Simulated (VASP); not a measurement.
# GaN (F-43m) in VASP: further runs

GaN is run at these levels: PBE; tasks: vibrations by perturbation theory, elastic constants.

All numbers are computed with VASP 6.6.1; they aren't measurements. Logs are shortened: lines on timing, memory, paths and dates and some standing lists are left out, and cuts for length are marked.

## 1. The cell of the first run

The structure is cubic, space group F-43m (No. 216). Conventional cell: a = 4.507 Å, b = 4.507 Å, c = 4.507 Å, α = 90.00°, β = 90.00°, γ = 90.00°. Within 2.6 Å of Ga (site symmetry -43m) lie 4 N at 1.95 Å. N (site symmetry -43m) has 4 Ga at 1.95 Å within 2.6 Å.

## 2. Vibrations by perturbation theory, PBE

INCAR

```
PREC = Accurate ; ENCUT = 520
EDIFF = 1E-8 ; ISMEAR = -1
SIGMA = 0.05 ; LREAL = F
LASPH = T ; NELM = 80
ALGO = Normal ; ISIF = 2
LWAVE = F ; LCHARG = F
GGA = PE ; IBRION = 8
NSW = 1
```

KPOINTS

```
Automatic mesh
0
Gamma
  10 10 10
```

POSCAR

```
GaN
1.0
    0.0000000000      2.2535006075      2.2535006075
    2.2535006075      0.0000000000      2.2535006075
    2.2535006075      2.2535006075      0.0000000000
Ga N
1 1
Direct
    0.0000000000      0.0000000000      0.0000000000
    0.2500000000      0.2500000000      0.2500000000
```

Potentials or basis: VASP PAW PBE potentials, release 64 (Ga_d, N).

On the command line:

```sh
$ cat potpaw_PBE.64/Ga_d/POTCAR potpaw_PBE.64/N/POTCAR > POTCAR
$ mpirun -np 1 vasp_std > vasp.out
```

OUTCAR:

```text
PREC = Accurate
   ENCUT = 520
   EDIFF = 1E-8
   ISMEAR = -1
   LREAL = F
   LASPH = T
   NELM = 80
   ISIF = 2
   GGA = PE
   IBRION = 8
   NSW = 1

 ion  position               nearest neighbor table
   1  0.000  0.000  0.000-   2 1.95   2 1.95   2 1.95   2 1.95
   2  0.250  0.250  0.250-   1 1.95   1 1.95   1 1.95   1 1.95

  LATTYP: Found a face centered cubic cell.
 ALAT       =     4.5070012150

  Lattice vectors:

 A1 = (   0.0000000000,   2.2535006075,   2.2535006075)
 A2 = (   2.2535006075,   0.0000000000,   2.2535006075)
 A3 = (   2.2535006075,   2.2535006075,   0.0000000000)

Analysis of symmetry for initial positions (statically):
=====================================================================
 Subroutine PRICEL returns:
 Original cell was already a primitive cell.

 Routine SETGRP: Setting up the symmetry group for a
 face centered cubic supercell.

 Subroutine GETGRP returns: Found 24 space group operations
 (whereof 24 operations were pure point group operations)
 out of a pool of 48 trial point group operations.

The static configuration has the point symmetry T_d .

Analysis of symmetry for dynamics (positions and initial velocities):
=====================================================================
 Subroutine PRICEL returns:
 Original cell was already a primitive cell.

 Routine SETGRP: Setting up the symmetry group for a
 face centered cubic supercell.

 Subroutine GETGRP returns: Found 24 space group operations
 (whereof 24 operations were pure point group operations)
 out of a pool of 48 trial point group operations.

The dynamic configuration has the point symmetry T_d .

 Subroutine INISYM returns: Found 24 space group operations
 (whereof 24 operations are pure point group operations),
 and found     1 'primitive' translations

----------------------------------------------------------------------------------------

                                     Primitive cell

  volume of cell :      22.8877

  direct lattice vectors                    reciprocal lattice vectors
     0.000000000  2.253500607  2.253500607    -0.221877020  0.221877020  0.221877020
     2.253500607  0.000000000  2.253500607     0.221877020 -0.221877020  0.221877020
     2.253500607  2.253500607  0.000000000     0.221877020  0.221877020 -0.221877020

  length of vectors
     3.186931122  3.186931122  3.186931122     0.384302272  0.384302272  0.384302272

  position of ions in fractional coordinates (direct lattice)
     0.000000000  0.000000000  0.000000000
     0.250000000  0.250000000  0.250000000

  ion indices of the primitive-cell ions
   primitive index   ion index
                 1           1
                 2           2

----------------------------------------------------------------------------------------

 KPOINTS: Automatic mesh

Automatic generation of k-mesh.
 Grid dimensions read from file:
 generate k-points for:   10   10   10

 Generating k-lattice:

  Cartesian coordinates                     Fractional coordinates (reciprocal lattice)
    -0.022187702  0.022187702  0.022187702     0.100000000  0.000000000  0.000000000
     0.022187702 -0.022187702  0.022187702     0.000000000  0.100000000  0.000000000
     0.022187702  0.022187702 -0.022187702     0.000000000  0.000000000  0.100000000

  Length of vectors
     0.038430227  0.038430227  0.038430227

  Shift w.r.t. Gamma in fractional coordinates (k-lattice)
     0.000000000  0.000000000  0.000000000

 Subroutine IBZKPT returns following result:
 ===========================================

 Found     47 irreducible k-points:

 Following reciprocal coordinates:
            Coordinates               Weight
  0.000000  0.000000  0.000000      1.000000
  0.100000  0.000000  0.000000      8.000000
  0.200000  0.000000  0.000000      8.000000
  0.300000  0.000000  0.000000      8.000000
  0.400000  0.000000  0.000000      8.000000
  0.500000  0.000000  0.000000      4.000000
[... 16 lines left out ...]
  0.300000  0.300000  0.000000      6.000000
  0.400000  0.300000  0.000000     24.000000
 [... further k-points ...]
   k-points           NKPTS =     47   k-points in BZ     NKDIM =     47   number of bands    NBANDS=     13
   number of dos      NEDOS =    301   number of ions     NIONS =      2
   total plane-waves  NPLWV =  13824
   dimension x,y,z NGX =    24 NGY =   24 NGZ =   24
   dimension x,y,z NGXF=    48 NGYF=   48 NGZF=   48
   ions per type =               1   1
   NGX,Y,Z   is equivalent  to a cutoff of  12.52, 12.52, 12.52 a.u.
   NGXF,Y,Z  is equivalent  to a cutoff of  25.04, 25.04, 25.04 a.u.
 SYSTEM =  unknown system
   PREC   = accura    normal or accurate (medium, high low for compatibility)
   ISTART =      0    job   : 0-new  1-cont  2-samecut
   ICHARG =      2    charge: 1-file 2-atom 10-const
   ISPIN  =      1    spin polarized calculation?
   LNONCOLLINEAR =      F non collinear calculations
   LSORBIT =      F    spin-orbit coupling
   LASPH  =      T    aspherical Exc in radial PAW
   ENCUT  =  520.0 eV  38.22 Ry    6.18 a.u.   5.93  5.93  5.93*2*pi/ulx,y,z
   NELM   =     80;   NELMIN=  2; NELMDL= -5     # of ELM steps
   EDIFF  = 0.1E-07   stopping-criterion for ELM
   LREAL  =      F    real-space projection
   EDIFFG = 0.1E-06   stopping-criterion for IOM
   NSW    =      1    number of steps for IOM
   IBRION =      8    ionic relax: 0-MD 1-quasi-New 2-CG
   NFREE  =      0    steps in history (QN), initial steepest desc. (CG)
   ISIF   =      2    stress and relaxation
   ISYM   =      2    0-nonsym 1-usesym 2-fastsym
   POTIM  = 0.5000    time-step for ionic-motion
   TEBEG  =    0.0;   TEEND  =   0.0 temperature during run
   PSTRESS=    0.0 pullay stress
   NELECT =      18.0000    total number of electrons
   NUPDOWN=      -1.0000    fix difference up-down
   EMIN   =  10.00;   EMAX   =-10.00  energy-range for DOS
   EFERMI =   0.00;   METHOD = LEGACY
   ISMEAR =    -1;   SIGMA  =   0.05  broadening in eV -4-tet -1-fermi 0-gaus
   EFERMI_NEDOS =   21; number of points for ismear=-14 and -15
   IALGO  =     38    algorithm
   IMIX   =      4    mixing-type and parameters
     AMIX     =   0.40;   BMIX     =  1.00
     AMIX_MAG =   1.60;   BMIX_MAG =  1.00
  volume/ion in A,a.u.               =      11.44        77.23
  Fermi-wavevector in a.u.,A,eV,Ry     =   1.511117  2.855596 31.068543  2.283473
  Thomas-Fermi vector in A             =   2.621216
   LORBIT       =      0    0 simple, 1 ext, 2 COOP (PROOUT), +10 PAW based schemes
   GGA     = PE    functional components
[... 5 lines left out ...]
 non-spin polarized calculation
  energy-cutoff  :      520.00
  volume of cell :       22.89
 maximum number of plane-waves:       636
   NGX = 11   NGY = 11   NGZ = 11

--------------------------------------- Ionic step        1  -------------------------------------------

 number of electron      18.0000004 magnetization

 Free energy of the ion-electron system (eV)
  ---------------------------------------------------
  ext. energy  EPLUGINS =         0.00000000
  ---------------------------------------------------
  free energy    TOTEN  =       -12.14320714 eV

  energy without entropy =      -12.14320714  energy(sigma->0) =      -12.14320714

 E-fermi :   6.1867     XC(G=0): -11.6668

 val. band max:        5.2810957310   @ k =   0.0000   0.0000   0.0000
 cond. band min:       7.0056067729   @ k =   0.0000   0.0000   0.0000
 fundamental gap:      1.7245110419
 Fermi energy:         6.1866568609

 k-point     1 :       0.0000    0.0000    0.0000
  band No.  band energies     occupation
      1     -10.6523      2.00000
      2      -8.1603      2.00000
      3      -8.1603      2.00000
      4      -8.1603      2.00000
      5      -7.8406      2.00000
      6      -7.8406      2.00000
      7       5.2811      2.00000
      8       5.2811      2.00000
      9       5.2811      2.00000
     10       7.0056      0.00000
     11      15.5834      0.00000
     12      15.5834      0.00000
     13      15.5834      0.00000
[... 353 lines left out ...]
 k-point    24 :       0.4000    0.3000    0.0000
  band No.  band energies     occupation
      1      -9.6789      2.00000
      2      -8.0305      2.00000
      3      -7.9363      2.00000
      4      -7.9358      2.00000
      5      -7.7802      2.00000
      6      -6.9183      2.00000
      7       0.2612      2.00000
      8       2.8106      2.00000
      9       3.1326      2.00000
     10       9.7414      0.00000
     11      12.4294      0.00000
     12      16.0947      0.00000
     13      18.1423      0.00000

 [... further k-points ...]
[... 5 lines left out ...]
  --------------------------------------------------------------------------------------
  -------------------------------------------------------------------------------------
  Total        0.7242692      0.7242692      0.7242692      0.0000000      0.0000000      0.0000000
  in kB       50.6999524     50.6999524     50.6999524      0.0000000      0.0000000      0.0000000
  external PRESSURE =      50.6999524 kB  Pullay stress =       0.0000000 kB

 VOLUME and BASIS-vectors are now :
 -----------------------------------------------------------------------------
  energy-cutoff  :      520.00
  volume of cell :       22.89
      direct lattice vectors                 reciprocal lattice vectors
     0.000000000  2.253500607  2.253500607    -0.221877020  0.221877020  0.221877020
     2.253500607  0.000000000  2.253500607     0.221877020 -0.221877020  0.221877020
     2.253500607  2.253500607  0.000000000     0.221877020  0.221877020 -0.221877020

 POSITION                                       TOTAL-FORCE (eV/Angst)
 -----------------------------------------------------------------------------------
      0.00000      0.00000      0.00000         0.000000      0.000000      0.000000
      1.12675      1.12675      1.12675        -0.000000     -0.000000     -0.000000
 -----------------------------------------------------------------------------------
    total drift:                                0.000002      0.000002      0.000001

  FREE ENERGIE OF THE ION-ELECTRON SYSTEM (eV)
  ---------------------------------------------------
  free  energy   TOTEN  =       -12.1432071366 eV

  energy  without entropy=      -12.1432071363  energy(sigma->0) =      -12.14320714

[... ionic steps 2 to 3 ...]

--------------------------------------- Ionic step        4  -------------------------------------------

------------------------ aborting loop because EDIFF is reached ----------------------------------------

[... ionic steps 5 to 6 ...]

--------------------------------------- Ionic step        7  -------------------------------------------

 Free energy of the ion-electron system (eV)
  ---------------------------------------------------
  ---------------------------------------------------
  free energy    TOTEN  =        -0.23356358 eV

  energy without entropy =       -0.23356358

------------------------ aborting loop because EDIFF is reached ----------------------------------------

 INTERNAL STRAIN TENSOR  FOR ION    2  DIRECTION 1   (eV/Angst):
 -----------------------------------------------------------------------------
    -0.00057  0.00000  0.00000
     0.00000 -0.00349 -8.46052
     0.00000 -8.46052 -0.00349

 INTERNAL STRAIN TENSOR FOR ION    2 for displacements in x,y,z  (eV/Angst):
          X           Y           Z          XY          YZ          ZX
  --------------------------------------------------------------------------------
  x    -0.00000     0.00000     0.00000     0.00000    -8.46052     0.00000
  y     0.00000    -0.00000     0.00000     0.00000     0.00000    -8.46052
  z     0.00000     0.00000    -0.00000    -8.46052     0.00000     0.00000

 SECOND DERIVATIVES (NOT SYMMETRIZED)
 ------------------------------------
               1X          1Y          1Z          2X          2Y          2Z
  1X   -12.267988    0.000000    0.000000   12.267988    0.000000    0.000000
  1Y     0.000000  -12.267988    0.000000    0.000000   12.267988    0.000000
  1Z     0.000000    0.000000  -12.267988    0.000000    0.000000   12.267988
  2X    12.249581    0.000000    0.000000  -12.249581    0.000000    0.000000
  2Y     0.000000   12.249581    0.000000    0.000000  -12.249581    0.000000
  2Z     0.000000    0.000000   12.249581    0.000000    0.000000  -12.249581

 Eigenvectors and eigenvalues of the dynamical matrix
 ----------------------------------------------------

   1 f  =   16.025934 THz   100.693910 2PiTHz  534.567602 cm-1    66.277906 meV
             X         Y         Z           dx          dy          dz
      0.000000  0.000000  0.000000     0.000000    0.409191    0.000000
      1.126750  1.126750  1.126750     0.000000   -0.912449    0.000000

   2 f  =   16.025934 THz   100.693910 2PiTHz  534.567602 cm-1    66.277906 meV
             X         Y         Z           dx          dy          dz
      0.000000  0.000000  0.000000    -0.409191    0.000000    0.000000
      1.126750  1.126750  1.126750     0.912449    0.000000    0.000000
[... 11 lines left out ...]
   5 f/i=    0.004492 THz     0.028226 2PiTHz    0.149848 cm-1     0.018579 meV
             X         Y         Z           dx          dy          dz
      0.000000  0.000000  0.000000     0.000000   -0.912449    0.000000
      1.126750  1.126750  1.126750     0.000000   -0.409191    0.000000

   6 f/i=    0.004492 THz     0.028226 2PiTHz    0.149848 cm-1     0.018579 meV
             X         Y         Z           dx          dy          dz
      0.000000  0.000000  0.000000     0.000000    0.000000    0.912449
      1.126750  1.126750  1.126750     0.000000    0.000000    0.409191

--------------------------------------------------------------------------------------------------------

 ELASTIC MODULI CONTR FROM IONIC RELAXATION (kBar)
 Direction    XX          YY          ZZ          XY          YZ          ZX
 --------------------------------------------------------------------------------
 XX          -0.0000      0.0000      0.0000      0.0000     -0.0000      0.0000
 YY           0.0000     -0.0000     -0.0000      0.0000      0.0000      0.0000
 ZZ           0.0000     -0.0000     -0.0000     -0.0000      0.0000      0.0000
 XY           0.0000      0.0000     -0.0000   -379.8714      0.0000      0.0000
 YZ          -0.0000      0.0000      0.0000      0.0000   -379.8714      0.0000
 ZX           0.0000      0.0000      0.0000      0.0000      0.0000   -379.8714
 --------------------------------------------------------------------------------
```

Wall time 2.2 min (1 thread of Intel Xeon Platinum 8259CL at 2.50GHz (Skylake/Cascade Lake), shared host); peak memory 0.25 GiB.

What came out:

* Highest phonon frequency at Γ, LO-TO splitting left out: 535 cm⁻¹

Phonon frequencies in cm⁻¹ (negative: imaginary):
```csv
q point,frequencies
"(0.000, 0.000, 0.000)",0 0 0 535 535 535
```

Caveat: the cell stands under pressure or tension, which shifts response properties.

## 3. Elastic constants, PBE

INCAR

```
SYSTEM = GaN
PREC     = Accurate       ! precision mode
ENCUT    = 600            ! plane-wave cutoff, eV
EDIFF    = 1E-8           ! SCF threshold, eV
ISMEAR   = -1             ! smearing method
SIGMA    = 0.05           ! smearing width, eV
LREAL    = .FALSE.        ! projectors in reciprocal space
LASPH    = .TRUE.         ! aspherical terms in the spheres
NELM     = 80             ! most SCF steps
ALGO     = Normal         ! electronic algorithm
ISIF     = 3              ! what is computed and relaxed
LWAVE    = .FALSE.        ! write WAVECAR
LCHARG   = .FALSE.        ! write CHGCAR
GGA      = PE             ! functional
IBRION   = 6              ! ionic algorithm
NFREE    = 2            
POTIM    = 0.015          ! step
NSW      = 1              ! ionic steps
```

KPOINTS

```
regular mesh
0
G
  8 8 8
  0 0 0
```

POSCAR is that of step 2.

Potentials or basis: VASP PAW PBE potentials, release 64 (Ga_d, N).

On the command line:

```sh
$ cat potpaw_PBE.64/Ga_d/POTCAR potpaw_PBE.64/N/POTCAR > POTCAR
$ mpirun -np 1 vasp_std > vasp.out
```

OUTCAR:

```text
SYSTEM = GaN
   PREC = Accurate
   ENCUT = 600
   EDIFF = 1E-8
   ISMEAR = -1
   LREAL = .FALSE.
   LASPH = .TRUE.
   NELM = 80
   ISIF = 3
   GGA = PE
   IBRION = 6
   NFREE = 2
   POTIM = 0.015
   NSW = 1

 ion  position               nearest neighbor table
   1  0.000  0.000  0.000-   2 1.95   2 1.95   2 1.95   2 1.95
   2  0.250  0.250  0.250-   1 1.95   1 1.95   1 1.95   1 1.95

[... 832 lines left out ...]
             X         Y         Z           dx          dy          dz
      0.000000  0.000000  0.000000     0.000000    0.409107    0.000000
      1.126750  1.126750  1.126750     0.000000   -0.912486    0.000000
[... 21 lines left out ...]
   6 f/i=    0.003018 THz     0.018965 2PiTHz    0.100683 cm-1     0.012483 meV
             X         Y         Z           dx          dy          dz
      0.000000  0.000000  0.000000     0.000000   -0.912486    0.000000
      1.126750  1.126750  1.126750     0.000000   -0.409107    0.000000

--------------------------------------------------------------------------------------------------------

 ELASTIC MODULI CONTR FROM IONIC RELAXATION (kBar)
 Direction    XX          YY          ZZ          XY          YZ          ZX
 --------------------------------------------------------------------------------
 XX          -0.0000     -0.0000     -0.0000     -0.0000     -0.0000     -0.0000
 YY          -0.0000     -0.0000     -0.0000     -0.0000     -0.0000      0.0000
 ZZ          -0.0000     -0.0000     -0.0000     -0.0000     -0.0000     -0.0000
 XY          -0.0000     -0.0000     -0.0000   -409.1775     -0.0000      0.0000
 YZ          -0.0000     -0.0000     -0.0000     -0.0000   -409.1775     -0.0000
 ZX          -0.0000      0.0000     -0.0000      0.0000     -0.0000   -409.1775
 --------------------------------------------------------------------------------

 TOTAL ELASTIC MODULI (kBar)
 Direction    XX          YY          ZZ          XY          YZ          ZX
 --------------------------------------------------------------------------------
 XX        2663.9981   1466.6242   1466.6242     -0.0000     -0.0000     -0.0000
 YY        1466.6242   2663.9981   1466.6242     -0.0000     -0.0000     -0.0000
 ZZ        1466.6242   1466.6242   2663.9981     -0.0000     -0.0000     -0.0000
 XY          -0.0000     -0.0000     -0.0000   1503.9171     -0.0000      0.0000
 YZ          -0.0000     -0.0000     -0.0000     -0.0000   1503.9171     -0.0000
 ZX          -0.0000     -0.0000     -0.0000      0.0000     -0.0000   1503.9171
 --------------------------------------------------------------------------------
```

Wall time 7 min (1 thread of Intel Xeon Platinum 8259CL at 2.50GHz (Skylake/Cascade Lake), shared host); peak memory 0.25 GiB.

Results:

```yaml
Elastic_constants_C11_C12_C44: 266, 147, 150 GPa
Voigt_bulk_modulus: 187 GPa
Highest_phonon_frequency_at_Γ_LO-TO_splitting_left_out: 534 cm⁻¹
```

Phonon frequencies in cm⁻¹ (negative: imaginary):
```tsv
q point	frequencies
(0.000, 0.000, 0.000)	0 0 0 534 534 534
```

Elastic tensor in Voigt notation (GPa, in the Cartesian axes of the cell as first typed):
```
266 147 147   0   0   0
147 266 147   0   0   0
147 147 266   0   0   0
  0   0   0 150   0   0
  0   0   0   0 150   0
  0   0   0   0   0 150
```

Clamped-ion elastic tensor (GPa):
```
266 147 147   0   0   0
147 266 147   0   0   0
147 147 266   0   0   0
  0   0   0 191   0   0
  0   0   0   0 191   0
  0   0   0   0   0 191
```

Caveat: the cell is under stress, which shifts elastic constants.
